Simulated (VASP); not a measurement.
Ta2N:

```
Ta N
1.0
     5.31451   -0.04425    0.01658
    -2.69557    4.52367   -0.04196
     0.01546   -0.03626    4.83858
Ta N
6 3
Direct
  0.65001 0.66165 0.76008
  0.99825 0.33377 0.75076
  0.34075 0.00701 0.75912
  0.33348 0.34103 0.26590
  0.00167 0.66934 0.25091
  0.67058 0.99935 0.25512
  0.67119 0.33554 0.51233
  0.32214 0.65787 0.49507
  0.00746 0.00664 0.99352
```

This cell differs from its parent crystal: atoms moved at random and the cell strained at random.

Base run:

```yaml
Program: VASP 6.6.1
Functional: PBE
Potentials_or_basis: VASP PAW PBE potentials, release 64 (Ta_pv, N)
Cutoff: 520 eV
k_mesh: 6 × 6 × 6
Occupations: gaussian, width 0.1 eV
Spin: no spin polarisation
```

Its results: band gap on the k mesh zero (an odd number of electrons rules out a gap without spin polarisation); pressure 16.4 GPa; largest force 2.783 eV/Å.

**Question.** The run is repeated on the same cell with these changes: k mesh from 6 × 6 × 6 to 1 × 1 × 1. What comes out?

**Answer.** Band gap on the k mesh zero (an odd number of electrons rules out a gap without spin polarisation); pressure 29.2 GPa; largest force 3.135 eV/Å.

Caveats: some runs use coarse meshes; spin-orbit coupling is left out, which moves the levels of the heavy elements; forces of over 1 eV/Å act on the atoms, so gaps and moduli don't describe the material at rest; the stress differs along the axes, from 11 to 19 GPa (at least some runs).
